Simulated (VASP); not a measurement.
# Al15GeO24 (a cell with a defect): single point with PBE

System: Al15GeO24 (a cell with a defect).

```
CELL_PARAMETERS angstrom
2.40394 1.38792 4.37421
-4.80788 2.77583 8.74841
0.00000 -5.55167 8.74841
ATOMIC_POSITIONS crystal
Al 0.65996 0.32473 0.32205
Al 0.14880 0.07502 0.07370
Al 0.35431 0.17489 0.17514
Al 0.64797 0.32085 0.82961
Al 0.85070 0.42683 0.92723
Al 0.15506 0.06834 0.57569
Al 0.35652 0.17264 0.67813
Al 0.64259 0.82938 0.32360
Al 0.85604 0.92626 0.42515
Al 0.14928 0.57601 0.07061
Al 0.35016 0.68015 0.17300
Al 0.64831 0.82316 0.82393
Al 0.85201 0.92630 0.92611
Al 0.13916 0.57435 0.57521
Al 0.34769 0.67585 0.67854
Ge 0.86421 0.42919 0.43208
O 0.44539 0.02752 0.37433
O 0.94803 0.12435 0.27745
O 0.06056 0.37625 0.21172
O 0.75043 0.22186 0.02828
O 0.28472 0.26173 0.47402
O 0.55194 0.47221 0.12604
O 0.44491 0.02759 0.87561
O 0.94554 0.12459 0.77776
O 0.05397 0.37388 0.72139
O 0.75934 0.21187 0.53020
O 0.24914 0.27730 0.97183
O 0.52704 0.47198 0.64179
O 0.41910 0.52868 0.37630
O 0.94167 0.64359 0.26150
O 0.05785 0.87773 0.22148
O 0.74935 0.72280 0.02690
O 0.25141 0.77592 0.47217
O 0.55733 0.97435 0.12341
O 0.44502 0.52849 0.87556
O 0.93740 0.62564 0.77938
O 0.05599 0.87341 0.72292
O 0.74639 0.72128 0.52731
O 0.25217 0.78049 0.96818
O 0.55998 0.96581 0.62673
```

| Property | Result |
| --- | --- |
| Program | VASP 6.6.1 |
| Task | single point |
| Functional | PBE |
| Potentials or basis | VASP PAW PBE potentials, release 64 (Al, Ge_d, O) |
| Cutoff | 520 eV |
| k mesh | 1 × 1 × 1, shifted |
| Occupations | gaussian, width 0.01 eV |
| Spin | collinear spin |
| Fixed moment | 1 μB |
| Dipole correction | no |
| Further INCAR settings | LREAL = Auto; ALGO = Normal; EDIFF = 1e-06; NBANDS = 132 |

* Pressure: 4.8 GPa
* Largest force: 0.019 eV/Å
* Net moment: 1.00 μB per cell
* Site moments: Al -0.00, +0.00 (each value once); Ge +0.34; O +0.00, +0.05, +0.10, -0.00, +0.06, +0.12, +0.01 (each value once) μB
* Valence electrons inside the program's atomic spheres: Al 0.70, 0.71, 0.69 (each value once); Ge 12.29; O 5.18, 5.15, 5.16, 5.17, 5.14 (each value once)

Forces in eV/Å, atoms in the order of the input:
```
Al  -0.004 -0.001 -0.003
Al  -0.003 -0.001 -0.008
Al   0.000  0.001  0.017
Al  -0.003  0.002 -0.008
Al   0.002 -0.003  0.005
Al  -0.003  0.007 -0.006
Al  -0.003 -0.001  0.010
Al   0.003 -0.004 -0.010
Al  -0.001  0.000  0.004
Al   0.002 -0.013 -0.006
Al   0.005 -0.004  0.012
Al   0.004  0.001 -0.006
Al  -0.002 -0.003  0.002
Al   0.009  0.006 -0.008
Al   0.002  0.001  0.008
Ge   0.003  0.007  0.006
O   -0.001 -0.002  0.000
O    0.003  0.000 -0.001
O    0.002  0.012 -0.010
O    0.004  0.002  0.002
O    0.009 -0.004  0.006
O   -0.001  0.002 -0.005
O   -0.002 -0.001  0.000
O   -0.001 -0.003 -0.001
O    0.001 -0.001 -0.001
O    0.007 -0.008 -0.004
O   -0.002  0.003 -0.004
O   -0.004 -0.012  0.008
O   -0.008 -0.005 -0.006
O   -0.010  0.015  0.004
O    0.000  0.006  0.004
O    0.000  0.002 -0.002
O   -0.002 -0.001 -0.002
O    0.003  0.001 -0.001
O    0.000  0.001  0.002
O   -0.001 -0.003  0.000
O   -0.002  0.002  0.000
O   -0.002 -0.004  0.001
O   -0.003  0.001  0.000
O    0.001  0.000  0.000
```

Stress tensor (GPa, compression positive):
```
 5.23 -0.21  0.00
-0.21  5.43 -0.12
 0.00 -0.12  3.88
```

Run time: 3.6 min on 1 thread of Intel(R) Xeon(R) Platinum 8488C (Sapphire Rapids), on a shared host, peak memory 0.76 GiB.

Caveat: the k points lie up to 1.22 Å⁻¹ apart, too coarse for converged energies, forces and pressures; the total moment is fixed, so each spin has its own Fermi level and the state may be an excited one.
